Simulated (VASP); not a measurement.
Input of a VASP 6.6.1 run:

File INCAR:

```
SYSTEM = MgB2
ALGO = Normal
EDIFF = 1E-6
ENCUT = 600
GGA = CA
GGA_COMPAT = .False.
ISIF = 2
ISMEAR = 0
LASPH = .True.
LCHARG = .True.
LELF = .True.
LREAL = .False.
LVHAR = .True.
LWAVE = .False.
NBANDS = 11
NELM = 120
PREC = Accurate
SIGMA = 0.1
```

Contents of KPOINTS:

```
k-points
0
Gamma
  15 15 12
  0 0 0
```

POSCAR

```
MgB2
1.0
    3.0807901352      0.0000000000      0.0000000000
   -1.5403950676      2.6680425208      0.0000000000
    0.0000000000      0.0000000000      3.5576890870
Mg B
1 2
Direct
    0.0000000000      0.0000000000      0.0000000000
    0.3333333333      0.6666666667      0.5000000000
    0.6666666667      0.3333333333      0.5000000000
```

Potentials or basis: VASP PAW LDA potentials, release 64 (Mg, B).

Launch:

```console
$ cat potpaw_LDA.64/Mg/POTCAR potpaw_LDA.64/B/POTCAR > POTCAR
$ mpirun -np 1 vasp_std > vasp.out
```

(1) What does it give for the pressure?

(2) Estimate the band gap on the k mesh.

Answers

(1) -8.7 GPa.

(2) zero (band 4 reaches 6.90 eV, above the bottom of band 5 at 3.20 eV).
